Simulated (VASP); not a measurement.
Wanted: the native input for a VASP 6.6.1 run.

- Task: single point
- Functional: LDA
- Potentials or basis: VASP PAW LDA potentials, release 64 (Te, Sb, Ge_d)
- Cutoff: 520 eV
- k mesh: 7 × 7 × 2
- Occupations: fermi-dirac, width 0.05 eV
- Spin: no spin polarisation
- Dipole correction: no
- Further INCAR settings: ALGO = Normal; EDIFF = 1e-06; NBANDS = 44

The structure of Ge2Sb2Te5 lies in POSCAR:

```
Ge2Sb2Te5
1.0
    4.2940644248      0.0000000000      0.0000000000
   -2.1470322124      3.7187688774      0.0000000000
    0.0000000000      0.0000000000     17.1013460000
Te Sb Ge
5 2 2
Direct
    0.6666666667      0.3333333333      0.4198920000
    0.3333333333      0.6666666667      0.5801080000
    0.3333333333      0.6666666667      0.2015420000
    0.6666666667      0.3333333333      0.7984580000
    0.0000000000      0.0000000000      0.0000000000
    0.0000000000      0.0000000000      0.3200680000
    0.0000000000      0.0000000000      0.6799320000
    0.6666666667      0.3333333333      0.1028950000
    0.3333333333      0.6666666667      0.8971050000
```

The input as run:

INCAR

```
ALGO = Normal
EDIFF = 1E-6
ENCUT = 520
ISIF = 2
ISMEAR = -1
LASPH = T
LCHARG = F
LREAL = F
LWAVE = F
NBANDS = 44
NELM = 80
PREC = Accurate
SIGMA = 0.05
```

KPOINTS

```
k-points
0
Gamma
  7 7 2
```

Potentials or basis: VASP PAW LDA potentials, release 64 (Te, Sb, Ge_d).

Command:

```sh
$ cat potpaw_LDA.64/Te/POTCAR potpaw_LDA.64/Sb/POTCAR potpaw_LDA.64/Ge_d/POTCAR > POTCAR
$ mpirun -np 1 vasp_std > vasp.out
```

Results of the run:

* Pressure: -3.4 GPa
* Largest force: 0.164 eV/Å
* Band gap on the k mesh: 0.28 eV

Caveat: the cell stands under tension; spin-orbit coupling is left out, which moves the levels of the heavy elements; an odd mesh through Γ misses points on the zone boundary, where band edges can lie.

Wall time 8.8 min on 1 thread of Intel Xeon 8259CL, on a shared host, peak memory 0.38 GiB.
